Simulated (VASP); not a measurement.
# K3Zn2As4 (P1) in VASP: a series of runs

The runs below take K3Zn2As4 through single point, with r2SCAN, revPBE.

Program: VASP 6.6.1. These are calculated values, not measurements. Logs are shortened: lines on timing, memory, paths and dates and some standing lists are left out, and cuts for length are marked.

## (1) The cell of the first run

The typed cell holds 9 atoms: a = 4.531 Å, b = 8.794 Å, c = 7.311 Å, α = 68.03°, β = 89.54°, γ = 104.43°.

## (2) Single point, r2SCAN

The input, POSCAR:

```
K3Zn2As4
1.0
    0.0197009600      4.5312018400     -0.0113899900
    8.5068125200     -2.2285486000      0.0182022800
    2.8500340200      0.0292686300     -6.7324395600
K Zn As
3 2 4
Direct
    0.1495450000      0.2807120000      0.4184430000
    0.8600330000      0.7177670000      0.5712660000
    0.0131300000      0.9941180000      0.0043200000
    0.3316220000      0.6561730000      0.9611190000
    0.6697190000      0.3282610000      0.0404360000
    0.2193340000      0.4200770000      0.8338330000
    0.8159780000      0.5880690000      0.1491060000
    0.5013980000      0.9715780000      0.6762550000
    0.5055360000      0.0190330000      0.3203240000
```

The input, INCAR.step1:

```
PREC     = Accurate       # precision mode
ENCUT    = 520            # plane-wave cutoff, eV
ISMEAR   = -1             # smearing method
SIGMA    = 0.0131         # smearing width, eV
LREAL    = F              # projectors in reciprocal space
LASPH    = T              # aspherical terms in the spheres
NELM     = 100            # most SCF steps
ISYM     = 0            
NBANDS   = 46             # bands
GGA      = PE             # functional
ALGO     = Normal         # electronic algorithm
EDIFF    = 1E-4           # SCF threshold, eV
LWAVE    = T              # write WAVECAR
LCHARG   = F              # write CHGCAR
```

The input, INCAR.step2:

```
PREC     = Accurate       # precision mode
ENCUT    = 520            # plane-wave cutoff, eV
EDIFF    = 1E-7           # SCF threshold, eV
ISMEAR   = -1             # smearing method
SIGMA    = 0.0131         # smearing width, eV
LREAL    = F              # projectors in reciprocal space
LASPH    = T              # aspherical terms in the spheres
NELM     = 100            # most SCF steps
ALGO     = Normal         # electronic algorithm
ISIF     = 2              # what is computed and relaxed
LWAVE    = F              # write WAVECAR
LCHARG   = F              # write CHGCAR
METAGGA  = R2SCAN         # meta-GGA
LMIXTAU  = T            
ISYM     = 0            
NBANDS   = 46             # bands
ISTART   = 1
```

The input, KPOINTS:

```
Automatic mesh
0
Gamma
  4 3 3
  0.5 0 0
```

Potentials or basis: VASP PAW PBE potentials, release 64 (K_sv, Zn, As).

Started as:

```sh
$ cat potpaw_PBE.64/K_sv/POTCAR potpaw_PBE.64/Zn/POTCAR potpaw_PBE.64/As/POTCAR > POTCAR
$ cp INCAR.step1 INCAR
$ mpirun -np 1 vasp_std > vasp.out
$ cp INCAR.step2 INCAR
$ mpirun -np 1 vasp_std > vasp.out
```

OUTCAR:

```text
PREC = Accurate
   ENCUT = 520
   EDIFF = 1E-7
   ISMEAR = -1
   LREAL = F
   LASPH = T
   NELM = 100
   ISIF = 2
   METAGGA = R2SCAN
   ISYM = 0
   ISTART = 1

 ion  position               nearest neighbor table
   1  0.150  0.281  0.418-
   2  0.860  0.718  0.571-   8 3.36   6 3.37
   3  0.013  0.994  0.004-   7 3.20   9 3.25   8 3.34   6 3.35   9 3.35
   4  0.332  0.656  0.961-   7 2.52   6 2.52   7 2.67   8 2.69
   5  0.670  0.328  0.040-   7 2.63   9 2.63   6 2.66   6 2.68
   6  0.219  0.420  0.834-   4 2.52   5 2.66   5 2.68   3 3.35   2 3.37
   7  0.816  0.588  0.149-   4 2.52   5 2.63   4 2.67   3 3.20
   8  0.501  0.972  0.676-   9 2.48   4 2.69   3 3.34   2 3.36
   9  0.506  0.019  0.320-   8 2.48   5 2.63   3 3.25   3 3.35

IMPORTANT INFORMATION: All symmetrisations will be switched off!
NOSYMM: (Re-)initialisation of all symmetry stuff for point group C_1.

----------------------------------------------------------------------------------------

                                     Primitive cell

  volume of cell :     259.9646

  direct lattice vectors                    reciprocal lattice vectors
     0.019700960  4.531201840 -0.011389990     0.057711832  0.220504900  0.025389691
     8.506812520 -2.228548600  0.018202280     0.117345607 -0.000385336  0.049674073
     2.850034020  0.029268630 -6.732439560     0.000219626 -0.000374094 -0.148443220

  length of vectors
     4.531258983  8.793896715  7.310902338     0.229341891  0.127427052  0.148443854

  position of ions in fractional coordinates (direct lattice)
     0.149545000  0.280712000  0.418443000
     0.860033000  0.717767000  0.571266000
     0.013130000  0.994118000  0.004320000
     0.331622000  0.656173000  0.961119000
     0.669719000  0.328261000  0.040436000
     0.219334000  0.420077000  0.833833000
     0.815978000  0.588069000  0.149106000
     0.501398000  0.971578000  0.676255000
     0.505536000  0.019033000  0.320324000

  ion indices of the primitive-cell ions
   primitive index   ion index
                 1           1
                 2           2
                 3           3
                 4           4
                 5           5
                 6           6
                 7           7
                 8           8
                 9           9

----------------------------------------------------------------------------------------

 KPOINTS: Automatic mesh

Automatic generation of k-mesh.
 Grid dimensions read from file:
 generate k-points for:    4    3    3

 Generating k-lattice:

  Cartesian coordinates                     Fractional coordinates (reciprocal lattice)
     0.014427958  0.055126225  0.006347423     0.250000000  0.000000000  0.000000000
     0.039115202 -0.000128445  0.016558024     0.000000000  0.333333333  0.000000000
     0.000073209 -0.000124698 -0.049481073    -0.000000000  0.000000000  0.333333333

  Length of vectors
     0.057335473  0.042475684  0.049481285

  Shift w.r.t. Gamma in fractional coordinates (k-lattice)
     0.500000000  0.000000000  0.000000000

 Subroutine IBZKPT returns following result:
 ===========================================

 Found     18 irreducible k-points:

 Following reciprocal coordinates:
            Coordinates               Weight
  0.125000  0.000000  0.000000      2.000000
  0.375000 -0.000000 -0.000000      2.000000
  0.125000  0.333333  0.000000      2.000000
  0.375000  0.333333 -0.000000      2.000000
 -0.375000  0.333333 -0.000000      2.000000
 -0.125000  0.333333 -0.000000      2.000000
[... 10 lines left out ...]
 -0.375000 -0.333333  0.333333      2.000000
 -0.125000 -0.333333  0.333333      2.000000
   k-points           NKPTS =     18   k-points in BZ     NKDIM =     18   number of bands    NBANDS=     46
   number of dos      NEDOS =    301   number of ions     NIONS =      9
   total plane-waves  NPLWV = 136080
   dimension x,y,z NGX =    36 NGY =   70 NGZ =   54
   dimension x,y,z NGXF=    72 NGYF=  140 NGZF=  108
   ions per type =               3   2   4
   NGX,Y,Z   is equivalent  to a cutoff of  13.21, 13.23, 12.28 a.u.
   NGXF,Y,Z  is equivalent  to a cutoff of  26.42, 26.47, 24.56 a.u.
 SYSTEM =  unknown system
   PREC   = accura    normal or accurate (medium, high low for compatibility)
   ISTART =      1    job   : 0-new  1-cont  2-samecut
   ICHARG =      0    charge: 1-file 2-atom 10-const
   ISPIN  =      1    spin polarized calculation?
   LNONCOLLINEAR =      F non collinear calculations
   LSORBIT =      F    spin-orbit coupling
   LASPH  =      T    aspherical Exc in radial PAW
   ENCUT  =  520.0 eV  38.22 Ry    6.18 a.u.   8.43 16.35 13.59*2*pi/ulx,y,z
   NELM   =    100;   NELMIN=  2; NELMDL=  0     # of ELM steps
   EDIFF  = 0.1E-06   stopping-criterion for ELM
   LREAL  =      F    real-space projection
   EDIFFG = 0.1E-05   stopping-criterion for IOM
   NSW    =      0    number of steps for IOM
   IBRION =     -1    ionic relax: 0-MD 1-quasi-New 2-CG
   NFREE  =      0    steps in history (QN), initial steepest desc. (CG)
   ISIF   =      2    stress and relaxation
   ISYM   =      0    0-nonsym 1-usesym 2-fastsym
   POTIM  = 0.5000    time-step for ionic-motion
   TEBEG  =    0.0;   TEEND  =   0.0 temperature during run
   PSTRESS=    0.0 pullay stress
   NELECT =      71.0000    total number of electrons
   NUPDOWN=      -1.0000    fix difference up-down
   EMIN   =  10.00;   EMAX   =-10.00  energy-range for DOS
   EFERMI =   0.00;   METHOD = LEGACY
   ISMEAR =    -1;   SIGMA  =   0.01  broadening in eV -4-tet -1-fermi 0-gaus
   EFERMI_NEDOS =   21; number of points for ismear=-14 and -15
   IALGO  =     38    algorithm
   IMIX   =      4    mixing-type and parameters
     AMIX     =   0.40;   BMIX     =  1.00
     AMIX_MAG =   1.60;   BMIX_MAG =  1.00
  volume/ion in A,a.u.               =      28.88       194.93
  Fermi-wavevector in a.u.,A,eV,Ry     =   1.062159  2.007189 15.349843  1.128182
  Thomas-Fermi vector in A             =   2.197600
   LORBIT       =      0    0 simple, 1 ext, 2 COOP (PROOUT), +10 PAW based schemes
   METAGGA = R2SCAN    functional components
   LHFCALC =     F    Hartree Fock is set to
   AEXX    =    0.0000 exact exchange contribution
   IVDW    =     0    specifies the selected vdW correction
   LEPSILON=     F    determine dielectric tensor
   LRPA    =     F    only Hartree local field effects (RPA)
 non-spin polarized calculation
  energy-cutoff  :      520.00
  volume of cell :      259.96
 maximum number of plane-waves:      7019
 NGX is ok and might be reduce to    36
   NGX = 17   NGY = 33   NGZ = 27

 number of electron      70.9999997 magnetization

 Free energy of the ion-electron system (eV)
  ---------------------------------------------------
  ext. energy  EPLUGINS =         0.00000000
  ---------------------------------------------------
  free energy    TOTEN  =       -97.57375398 eV

  energy without entropy =      -97.56823466  energy(sigma->0) =      -97.57099432

 E-fermi :   0.9109     XC(G=0):  -8.7717

 val. band max:        0.8960877529   @ k =  -0.3750  -0.3333   0.3333
 cond. band min:       0.9127912469   @ k =   0.3750   0.3333   0.3333
 fundamental gap:      0.0167034940
 Fermi energy:         0.9108992277

 k-point     1 :       0.1250    0.0000    0.0000
  band No.  band energies     occupation
      1     -30.4032      2.00000
      2     -30.3554      2.00000
      3     -30.3061      2.00000
      4     -13.2648      2.00000
      5     -13.2047      2.00000
      6     -13.1741      2.00000
[... 38 lines left out ...]
     45       6.0791      0.00000
     46       6.7311      0.00000

 k-point     2 :       0.3750   -0.0000   -0.0000
  band No.  band energies     occupation
      1     -30.4013      2.00000
      2     -30.3536      2.00000
      3     -30.3043      2.00000
      4     -13.2851      2.00000
      5     -13.2370      2.00000
      6     -13.1621      2.00000
[... 38 lines left out ...]
     45       6.7075      0.00000
     46       7.0107      0.00000

 k-point     3 :       0.1250    0.3333    0.0000
  band No.  band energies     occupation
      1     -30.4032      2.00000
      2     -30.3554      2.00000
      3     -30.3061      2.00000
      4     -13.2632      2.00000
      5     -13.2041      2.00000
      6     -13.1698      2.00000
[... 38 lines left out ...]
     45       6.3219      0.00000
     46       6.5828      0.00000

 k-point     4 :       0.3750    0.3333   -0.0000
  band No.  band energies     occupation
      1     -30.4013      2.00000
      2     -30.3536      2.00000
      3     -30.3043      2.00000
      4     -13.2864      2.00000
      5     -13.2356      2.00000
      6     -13.1645      2.00000
[... 626 lines left out ...]
     45       6.5446      0.00000
     46       6.9747      0.00000

 k-point    17 :      -0.3750   -0.3333    0.3333
  band No.  band energies     occupation
      1     -30.4012      2.00000
      2     -30.3537      2.00000
      3     -30.3043      2.00000
      4     -13.2660      2.00000
      5     -13.2385      2.00000
      6     -13.1933      2.00000
[... 38 lines left out ...]
     45       6.8784      0.00000
     46       7.1632      0.00000

 k-point    18 :      -0.1250   -0.3333    0.3333
  band No.  band energies     occupation
      1     -30.4030      2.00000
      2     -30.3555      2.00000
      3     -30.3061      2.00000
      4     -13.2788      2.00000
      5     -13.1985      2.00000
      6     -13.1944      2.00000
[... 38 lines left out ...]
     45       6.3965      0.00000
     46       6.7694      0.00000

------------------------ aborting loop because EDIFF is reached ----------------------------------------

  FORCE on cell =-STRESS in cart. coord.  units (eV):
  Direction    XX          YY          ZZ          XY          YZ          ZX
  --------------------------------------------------------------------------------------
  -------------------------------------------------------------------------------------
  Total        0.5913501     -5.2254996     -6.2980422     -0.2148945      0.6147661     -0.0140483
  in kB        3.6445252    -32.2050602    -38.8152031     -1.3244075      3.7888394     -0.0865808
  external PRESSURE =     -22.4585794 kB  Pullay stress =       0.0000000 kB

 VOLUME and BASIS-vectors are now :
 -----------------------------------------------------------------------------
  energy-cutoff  :      520.00
  volume of cell :      259.96
      direct lattice vectors                 reciprocal lattice vectors
     0.019700960  4.531201840 -0.011389990     0.057711832  0.220504900  0.025389691
     8.506812520 -2.228548600  0.018202280     0.117345607 -0.000385336  0.049674073
     2.850034020  0.029268630 -6.732439560     0.000219626 -0.000374094 -0.148443220

 POSITION                                       TOTAL-FORCE (eV/Angst)
 -----------------------------------------------------------------------------------
      3.58349      0.06429     -2.81374         0.285984     -0.029435     -0.060835
      7.75098      2.31412     -3.84274        -0.316985      0.085150     -0.027556
      8.46935     -2.15582     -0.01114         0.115463     -0.074862      0.161699
      8.32770      0.06846     -6.46251         0.061247      0.255675      0.047491
      2.92089      2.30427     -0.27389         0.302797      0.013902      0.246610
      5.95429      0.08209     -5.60858        -0.343353     -0.027374     -0.785668
      5.44363      2.39118     -1.00244        -0.238521     -0.293913      0.411433
     10.20226      0.12652     -4.54087        -0.299325     -0.109431      1.272102
      1.08480      2.25765     -2.16197         0.432693      0.180287     -1.265276
 -----------------------------------------------------------------------------------
    total drift:                                0.004007      0.003106      0.006120

  FREE ENERGIE OF THE ION-ELECTRON SYSTEM (eV)
  ---------------------------------------------------
  free  energy   TOTEN  =       -97.5737539831 eV

  energy  without entropy=      -97.5682346563  energy(sigma->0) =      -97.57099432
```

It took 7.7 min on 1 thread of Intel Xeon 6975P-C (Granite Rapids), shared host; peak memory 0.48 GiB.

Results:

```
Free energy            : -97.5738 eV
Pressure               : -2.2 GPa
Largest force          : 1.349 eV/Å
Band gap on the k mesh : zero (an odd number of electrons rules out a gap without spin polarisation)
```

Forces on the atoms (eV/Å):
```
K    0.286 -0.029 -0.061
K   -0.317  0.085 -0.028
K    0.115 -0.075  0.162
Zn   0.061  0.256  0.047
Zn   0.303  0.014  0.247
As  -0.343 -0.027 -0.786
As  -0.239 -0.294  0.411
As  -0.299 -0.109  1.272
As   0.433  0.180 -1.265
```

Caveat: the k points lie up to 0.36 Å⁻¹ apart, too coarse for converged energies and pressures of a metal; the PAW data sets were made with another functional, which shifts forces and pressure a little.

## (3) Single point, r2SCAN

POSCAR is that of step 2.

The input, INCAR.step1:

```
SYSTEM = K3Zn2As4
PREC     = Accurate       ! precision mode
ENCUT    = 520            ! plane-wave cutoff, eV
ISMEAR   = -1             ! smearing method
SIGMA    = 0.0131         ! smearing width, eV
LREAL    = .FALSE.        ! projectors in reciprocal space
LASPH    = .TRUE.         ! aspherical terms in the spheres
NELM     = 100            ! most SCF steps
NBANDS   = 46             ! bands
GGA      = PE             ! functional
ALGO     = Normal         ! electronic algorithm
EDIFF    = 1E-4           ! SCF threshold, eV
LWAVE    = .TRUE.         ! write WAVECAR
LCHARG   = .FALSE.        ! write CHGCAR
```

The input, INCAR.step2:

```
SYSTEM = K3Zn2As4
PREC     = Accurate       ! precision mode
ENCUT    = 520            ! plane-wave cutoff, eV
EDIFF    = 1E-7           ! SCF threshold, eV
ISMEAR   = -1             ! smearing method
SIGMA    = 0.0131         ! smearing width, eV
LREAL    = .FALSE.        ! projectors in reciprocal space
LASPH    = .TRUE.         ! aspherical terms in the spheres
NELM     = 100            ! most SCF steps
ALGO     = Normal         ! electronic algorithm
ISIF     = 2              ! what is computed and relaxed
LWAVE    = .FALSE.        ! write WAVECAR
LCHARG   = .FALSE.        ! write CHGCAR
METAGGA  = R2SCAN         ! meta-GGA
LMIXTAU  = .TRUE.       
NBANDS   = 46             ! bands
ISTART   = 1
```

KPOINTS is that of step 2.

Potentials or basis: VASP PAW PBE potentials, release 64 (K_sv, Zn, As).

Started as:

```sh
$ cat potpaw_PBE.64/K_sv/POTCAR potpaw_PBE.64/Zn/POTCAR potpaw_PBE.64/As/POTCAR > POTCAR
$ cp INCAR.step1 INCAR
$ mpirun -np 1 vasp_std > vasp.out
$ cp INCAR.step2 INCAR
$ mpirun -np 1 vasp_std > vasp.out
```

It took 10 min on 1 thread of Intel Xeon 6975P-C (Granite Rapids), shared host; peak memory 0.49 GiB.

It converged, with:

```yaml
Free_energy: -97.5738 eV
Pressure: -2.2 GPa
Largest_force: 1.349 eV/Å
Band_gap_on_the_k_mesh: zero (an odd number of electrons rules out a gap without spin polarisation)
```

Forces on the atoms (eV/Å):
```
K    0.286 -0.029 -0.061
K   -0.317  0.085 -0.028
K    0.115 -0.075  0.162
Zn   0.061  0.256  0.047
Zn   0.303  0.014  0.247
As  -0.343 -0.027 -0.786
As  -0.239 -0.294  0.411
As  -0.299 -0.109  1.272
As   0.433  0.180 -1.265
```

Stress tensor (GPa, compression positive):
```
 0.36 -0.13 -0.01
-0.13 -3.22  0.38
-0.01  0.38 -3.88
```

Levels at points of the mesh, in eV from the Fermi level:
```tsv
k point	band 31	band 32	band 33	band 34	band 35	band 36	band 37	band 38	band 39	band 40
(0.12, 0.00, 0.00)	-1.44	-0.82	-0.78	-0.41	-0.26	0.35	0.48	2.30	2.98	3.57
```

Caveat: the k points lie up to 0.36 Å⁻¹ apart, too coarse for converged energies and pressures of a metal; the PAW data sets were made with another functional, which shifts forces and pressure a little.

## (4) Single point, revPBE

The input, INCAR:

```
SYSTEM = K3Zn2As4
PREC = Accurate
ENCUT = 520
EDIFF = 1E-6
ISMEAR = -1
SIGMA = 0.0131
LREAL = .False.
LASPH = .True.
NELM = 100
ALGO = Normal
ISIF = 2
LWAVE = .False.
LCHARG = .False.
GGA = RE
NBANDS = 46
```

KPOINTS is that of step 3.

POSCAR is that of step 3.

Started as:

```sh
$ cat potpaw_PBE.64/K_sv/POTCAR potpaw_PBE.64/Zn/POTCAR potpaw_PBE.64/As/POTCAR > POTCAR
$ mpirun -np 1 vasp_std > vasp.out
```

It took 3.9 min on 1 thread of Intel Xeon 6975P-C (Granite Rapids), shared host; peak memory 0.46 GiB.

It converged, with:

* Free energy: -24.0301 eV
* Pressure: 0.2 GPa
* Largest force: 1.127 eV/Å
* Band gap on the k mesh: zero (an odd number of electrons rules out a gap without spin polarisation)

Forces in eV/Å, atoms in the order of the input:
```
K    0.294 -0.029 -0.096
K   -0.324  0.082  0.008
K    0.115 -0.076  0.161
Zn   0.157  0.284  0.011
Zn   0.219  0.021  0.275
As  -0.473 -0.030 -0.566
As  -0.109 -0.322  0.216
As  -0.157 -0.095  1.071
As   0.278  0.165 -1.079
```

Stress tensor (GPa, compression positive):
```
 2.65 -0.11  0.06
-0.11 -0.76  0.39
 0.06  0.39 -1.22
```

Levels at points of the mesh, in eV from the Fermi level:
```csv
k point,band 31,band 32,band 33,band 34,band 35,band 36,band 37,band 38,band 39,band 40
"(0.12, 0.00, 0.00)",-1.36,-0.78,-0.75,-0.39,-0.25,0.33,0.46,2.05,2.66,3.30
```

Caveat: the k points lie up to 0.36 Å⁻¹ apart, too coarse for converged energies and pressures of a metal; the PAW data sets were made with another functional, which shifts forces and pressure a little.
